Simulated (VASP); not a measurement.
# ZrB2 (P6/mmm) in VASP: electric field gradients with LDA

Aim: the electric field gradients of ZrB2 with LDA.

All numbers are computed with VASP 6.6.1; they aren't measurements. Logs are shortened: lines on timing, memory, paths and dates and some standing lists are left out, and cuts for length are marked.

## Step 1: The cell of the first run

The structure is hexagonal, space group P6/mmm (No. 191). Conventional cell: a = 3.167 Å, b = 3.167 Å, c = 3.531 Å, α = 90.00°, β = 90.00°, γ = 120.00°. Zr (site symmetry 6/mmm) has 12 B at 2.54 Å and 6 Zr at 3.17 Å within 3.4 Å. B (site symmetry -6m2) has 3 B at 1.83 Å within 2.4 Å.

## Step 2: Electric field gradients, LDA

File INCAR:

```
  ALGO = Normal
  EDIFF = 1E-8
  ENCUT = 520
  ISIF = 2
  ISMEAR = 0
  LASPH = T
  LCHARG = F
  LEFG = T
  LREAL = F
  LWAVE = F
  NBANDS = 16
  NELM = 100
  PREC = Accurate
  SIGMA = 0.1
```

File KPOINTS:

```
k-points
0
Gamma
  18 18 12
```

File POSCAR:

```
ZrB2
1.0
    3.1670000000      0.0000000000      0.0000000000
   -1.5835000000      2.7427024538      0.0000000000
    0.0000000000      0.0000000000      3.5310000000
Zr B
1 2
Direct
    0.0000000000      0.0000000000      0.0000000000
    0.3333333333      0.6666666667      0.5000000000
    0.6666666667      0.3333333333      0.5000000000
```

Potentials or basis: VASP PAW LDA potentials, release 64 (Zr_sv, B).

Run with:

```
$ cat potpaw_LDA.64/Zr_sv/POTCAR potpaw_LDA.64/B/POTCAR > POTCAR
$ mpirun -np 1 vasp_std > vasp.out
```

OUTCAR:

```text
EDIFF = 1E-8
   ENCUT = 520
   ISIF = 2
   ISMEAR = 0
   LASPH = T
   LREAL = F
   NELM = 100
   PREC = Accurate

 ion  position               nearest neighbor table
   1  0.000  0.000  0.000-   2 2.54   3 2.54   2 2.54   3 2.54   3 2.54   3 2.54   2 2.54   2 2.54
                             3 2.54   3 2.54   2 2.54   2 2.54
   2  0.333  0.667  0.500-   3 1.83   3 1.83   3 1.83   1 2.54   1 2.54   1 2.54   1 2.54   1 2.54
                             1 2.54
   3  0.667  0.333  0.500-   2 1.83   2 1.83   2 1.83   1 2.54   1 2.54   1 2.54   1 2.54   1 2.54
                             1 2.54

  LATTYP: Found a hexagonal cell.
 ALAT       =     3.1670000000
 C/A-ratio  =     1.1149352700

  Lattice vectors:

 A1 = (   3.1670000000,   0.0000000000,   0.0000000000)
 A2 = (  -1.5835000000,   2.7427024538,   0.0000000000)
 A3 = (   0.0000000000,   0.0000000000,   3.5310000000)

Analysis of symmetry for initial positions (statically):
=====================================================================
 Subroutine PRICEL returns:
 Original cell was already a primitive cell.

 Routine SETGRP: Setting up the symmetry group for a
 hexagonal supercell.

 Subroutine GETGRP returns: Found 24 space group operations
 (whereof 24 operations were pure point group operations)
 out of a pool of 24 trial point group operations.

The static configuration has the point symmetry D_6h.

Analysis of symmetry for dynamics (positions and initial velocities):
=====================================================================
 Subroutine PRICEL returns:
 Original cell was already a primitive cell.

 Routine SETGRP: Setting up the symmetry group for a
 hexagonal supercell.

 Subroutine GETGRP returns: Found 24 space group operations
 (whereof 24 operations were pure point group operations)
 out of a pool of 24 trial point group operations.

The dynamic configuration has the point symmetry D_6h.

 Subroutine INISYM returns: Found 24 space group operations
 (whereof 24 operations are pure point group operations),
 and found     1 'primitive' translations

[... 130 lines left out ...]
  volume of cell :       30.67
 maximum number of plane-waves:       844
 NGX is ok and might be reduce to    24
   NGX = 11   NGY = 11   NGZ = 13

 number of electron      18.0000000 magnetization

 Free energy of the ion-electron system (eV)
  ---------------------------------------------------
  ext. energy  EPLUGINS =         0.00000000
  ---------------------------------------------------
  free energy    TOTEN  =       -27.45968077 eV

  energy without entropy =      -27.45858535  energy(sigma->0) =      -27.45913306

 E-fermi :  10.5336     XC(G=0): -12.5981

 val. band max:       10.4573481688   @ k =   0.1111  -0.0000   0.4167
 cond. band min:      10.5385107633   @ k =   0.2222   0.2222   0.0833
 fundamental gap:      0.0811625945
 Fermi energy:        10.5336053125

 k-point     1 :       0.0000    0.0000    0.0000
  band No.  band energies     occupation
      1     -37.8482      2.00000
      2     -16.1950      2.00000
      3     -15.6234      2.00000
      4     -15.6234      2.00000
      5      -2.0865      2.00000
      6       7.8607      2.00000
[... 433 lines left out ...]
      3     -16.0161      2.00000
      4     -15.9096      2.00000
      5       1.2861      2.00000
      6       2.7846      2.00000
[... 8 lines left out ...]
     15      19.2834      0.00000
     16      19.9805      0.00000

 [... further k-points ...]
[... 5 lines left out ...]
  --------------------------------------------------------------------------------------
  -------------------------------------------------------------------------------------
  Total       -1.5136245     -1.5136245     -1.4503762      0.0000000      0.0000000      0.0000000
  in kB      -79.0686392    -79.0686392    -75.7646753      0.0000000      0.0000000      0.0000000
  external PRESSURE =     -77.9673179 kB  Pullay stress =       0.0000000 kB

 VOLUME and BASIS-vectors are now :
 -----------------------------------------------------------------------------
  energy-cutoff  :      520.00
  volume of cell :       30.67
      direct lattice vectors                 reciprocal lattice vectors
     3.167000000  0.000000000  0.000000000     0.315756236  0.182301948  0.000000000
    -1.583500000  2.742702454  0.000000000     0.000000000  0.364603896  0.000000000
     0.000000000  0.000000000  3.531000000     0.000000000  0.000000000  0.283205891

 POSITION                                       TOTAL-FORCE (eV/Angst)
 -----------------------------------------------------------------------------------
      0.00000      0.00000      0.00000        -0.000000      0.000000      0.000000
     -0.00000      1.82847      1.76550        -0.000000     -0.000000      0.000000
      1.58350      0.91423      1.76550         0.000000      0.000000      0.000000
 -----------------------------------------------------------------------------------
    total drift:                               -0.000000      0.000000      0.000000

  FREE ENERGIE OF THE ION-ELECTRON SYSTEM (eV)
  ---------------------------------------------------
  free  energy   TOTEN  =       -27.4596807744 eV

  energy  without entropy=      -27.4585853496  energy(sigma->0) =      -27.45913306

 Electric field gradients (V/A^2)
---------------------------------------------------------------------
 ion       V_xx      V_yy      V_zz      V_xy      V_xz      V_yz
---------------------------------------------------------------------
   1     -22.717   -22.717    45.434    -0.000     0.000    -0.000
   2      -0.980    -0.980     1.959    -0.000     0.000    -0.000
   3      -0.980    -0.980     1.959    -0.000     0.000     0.000
---------------------------------------------------------------------

 Electric field gradients after diagonalization (V/A^2)
 (convention: |V_zz| > |V_xx| > |V_yy|)
----------------------------------------------------------------------
 ion       V_xx      V_yy      V_zz     asymmetry (V_yy - V_xx)/ V_zz
----------------------------------------------------------------------
   1     -22.717   -22.717    45.434       0.000
   2      -0.980    -0.980     1.959       0.000
   3      -0.980    -0.980     1.959       0.000
----------------------------------------------------------------------

           NMR quadrupolar parameters

 Cq : quadrupolar parameter    Cq=e*Q*V_zz/h
 eta: asymmetry parameters     (V_yy - V_xx)/ V_zz
 Q  : nuclear electric quadrupole moment in mb (millibarn)
----------------------------------------------------------------------
 ion       Cq(MHz)       eta       Q (mb)
----------------------------------------------------------------------
   1       0.110       0.000       1.000
   2       0.005       0.000       1.000
   3       0.005       0.000       1.000
----------------------------------------------------------------------
```

OSZICAR:

```text
N       E                     dE             d eps       ncg     rms          rms(c)
DAV:   1     0.101048893101E+03    0.10105E+03   -0.95912E+03  8288   0.112E+03
DAV:   2    -0.261192354776E+02   -0.12717E+03   -0.12227E+03 10896   0.293E+02
DAV:   3    -0.301947493157E+02   -0.40755E+01   -0.40595E+01 12728   0.448E+01
DAV:   4    -0.302487879475E+02   -0.54039E-01   -0.54031E-01 10096   0.484E+00
DAV:   5    -0.302499409655E+02   -0.11530E-02   -0.11530E-02 12608   0.471E-01    0.217E+01
DAV:   6    -0.275123416734E+02    0.27376E+01   -0.62021E+00 10816   0.164E+01    0.865E+00
DAV:   7    -0.274646512498E+02    0.47690E-01   -0.60131E-01 11352   0.479E+00    0.336E+00
DAV:   8    -0.274640504600E+02    0.60079E-03   -0.99759E-02 10048   0.250E+00    0.360E-01
DAV:   9    -0.274599808179E+02    0.40696E-02   -0.19607E-02 10376   0.104E+00    0.180E-01
DAV:  10    -0.274596764160E+02    0.30440E-03   -0.15607E-03  9736   0.360E-01    0.408E-02
DAV:  11    -0.274596821814E+02   -0.57654E-05   -0.54641E-05 11040   0.698E-02    0.115E-02
DAV:  12    -0.274596809980E+02    0.11833E-05   -0.26325E-06 10616   0.138E-02    0.595E-03
DAV:  13    -0.274596807698E+02    0.22826E-06   -0.46113E-07 12560   0.592E-03    0.130E-03
DAV:  14    -0.274596807744E+02   -0.45875E-08   -0.24394E-08  8992   0.143E-03
   1 F= -.27459681E+02 E0= -.27459133E+02  d E =-.109542E-02
```

stdout:

```text
POSCAR found type information on POSCAR ZrB
 POSCAR found :  2 types and       3 ions
 scaLAPACK will be used
 LDA part: xc-table for (Slater(with rela. corr.)+CA(PZ))
 , standard interpolation
 POSCAR, INCAR and KPOINTS ok, starting setup
 FFT: planning ... GRIDC
 FFT: planning ... GRID_SOFT
 FFT: planning ... GRID
 WAVECAR not read
 entering main loop
ion   1

ion   2

ion   3
```

It took 37 s on 1 thread of Intel Xeon 6975P-C (Granite Rapids), shared host; peak memory 0.23 GiB.

What came out:

```
Free energy            : -27.4597 eV
Pressure               : -7.8 GPa
Band gap on the k mesh : zero (band 9 reaches 11.24 eV, above the bottom of band 10 at 9.98 eV)
```

Electric field gradients, principal values (V/Å²):
```
atom    least   middle  greatest (by size)
1 Zr  -22.717  -22.717              45.434
 2 B   -0.980   -0.980               1.959
 3 B   -0.980   -0.980               1.959
```

Caveat: without QUAD_EFG the Cq values of the log hold for a quadrupole moment of 1 mb, not for the nuclei.
